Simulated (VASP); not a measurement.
Al48O71 (a cell with a defect), 119 atoms in the cell. The cell holds a defect, 119 atoms: a = 9.548 Å, b = 9.548 Å, c = 13.014 Å, α = 90.00°, β = 90.00°, γ = 120.00°. 

```yaml
Program: VASP 6.6.1
Task: single point
Functional: PBEsol
Potentials_or_basis: VASP PAW PBE potentials, release 64 (Al, O)
Cutoff: 520 eV
k_mesh: 1 × 1 × 1, shifted
Occupations: fermi-dirac, width 0.05 eV
Spin: no spin polarisation
Dipole_correction: no
Charge: 2
Mended: yes
Further_INCAR_settings: LREAL = Auto; ALGO = Normal; EDIFF = 1e-06; NBANDS = 350; ISYM = -1; NELECT = 568.0
```

Potentials or basis: VASP PAW PBE potentials, release 64 (Al, O).

Launch:

```sh
$ cat potpaw_PBE.64/Al/POTCAR potpaw_PBE.64/O/POTCAR > POTCAR
$ mpirun -np 1 vasp_std > vasp.out
```

Hardware: 1 thread of Intel(R) Xeon(R) 6975P-C (Granite Rapids), with other jobs on the host.

Question: How long does it take, and how much memory?

Answer: It took 7.4 min on 1 thread of Intel(R) Xeon(R) 6975P-C (Granite Rapids), with other jobs on the host, peak memory 1.1 GiB. Counts: scf iterations 17, k points 1.
